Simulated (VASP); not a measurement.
Input of a VASP 6.6.1 run:

The input INCAR:

```
PREC = Accurate
ENCUT = 520
EDIFF = 1E-7
ISMEAR = 0
SIGMA = 0.05
LREAL = F
LASPH = T
NELM = 150
ALGO = Normal
ISIF = 2
LWAVE = F
LCHARG = F
ISPIN = 2
MAGMOM = 2 0
LORBIT = 11
LMAXMIX = 4
GGA = CA
NBANDS = 18
```

The input KPOINTS:

```
Automatic mesh
0
Gamma
  11 11 11
```

Contents of POSCAR:

```
CoO
1.0
    1.5054695445      0.8691832468      2.4399269062
   -1.5054695445      0.8691832468      2.4399269062
    0.0000000000     -1.7383664936      2.4399269062
Co O
1 1
Direct
    0.0000000000      0.0000000000      0.0000000000
    0.5000000000      0.5000000000      0.5000000000
```

Potentials or basis: VASP PAW LDA potentials, release 64 (Co, O).

Launch:

```console
$ cat potpaw_LDA.64/Co/POTCAR potpaw_LDA.64/O/POTCAR > POTCAR
$ mpirun -np 1 vasp_std > vasp.out
```

Task: Predict the pressure.

Result: -18.9 GPa.

Task: Estimate the net moment.

Result: 2.79 μB per cell.

Task: What does it give for the site moments?

Result: Co +2.42; O +0.30 μB.

Stress tensor (GPa, compression positive):
```
-18.81   0.00   0.00
  0.00 -18.81   0.00
  0.00   0.00 -19.01
```

Caveat: a cell with one magnetic atom can't hold antiferromagnetic order, which such compounds often take.
